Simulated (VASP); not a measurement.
Write the native input for VASP 6.6.1 that does the following.

| Item | Value |
| --- | --- |
| Task | single point |
| Functional | PBEsol |
| Potentials or basis | VASP PAW PBE potentials, release 64 (N, B) |
| Cutoff | 520 eV |
| k mesh | 12 × 12 × 12 |
| Occupations | fermi-dirac, width 0.05 eV |
| Spin | no spin polarisation |
| Dipole correction | no |
| Further INCAR settings | ALGO = Normal; EDIFF = 1e-06; NBANDS = 11 |

The structure of BN lies in POSCAR:

```
BN
1.0
    1.2470667878      0.7199943456      3.0073584819
   -1.2470667878      0.7199943456      3.0073584819
    0.0000000000     -1.4399886912      3.0073584819
N B
1 1
Direct
    0.6675744317      0.6675744317      0.6675744317
   -0.0000074317     -0.0000074317     -0.0000074317
```

These files were run (other wordings do the same):

INCAR

```
SYSTEM = BN
ALGO = Normal ; EDIFF = 1E-6
ENCUT = 520 ; GGA = PS
ISIF = 2 ; ISMEAR = -1
LASPH = .TRUE. ; LCHARG = .FALSE.
LREAL = .FALSE. ; LWAVE = .FALSE.
NBANDS = 11 ; NELM = 80
PREC = Accurate ; SIGMA = 0.05
```

KPOINTS

```
k-points
0
G
  12 12 12
  0 0 0
```

Potentials or basis: VASP PAW PBE potentials, release 64 (N, B).

Launch:

```sh
$ cat potpaw_PBE.64/N/POTCAR potpaw_PBE.64/B/POTCAR > POTCAR
$ mpirun -np 1 vasp_std > vasp.out
```

It gave:

* Pressure: 5.4 GPa
* Band gap on the k mesh: 3.84 eV, indirect (least direct gap 4.71 eV)

Caveat: the PAW data sets were made with another functional, which shifts forces and pressure a little.

Run time: 28 s on 1 thread of Intel(R) Xeon(R) Platinum 8488C (Sapphire Rapids), with other jobs on the host, peak memory 0.17 GiB.
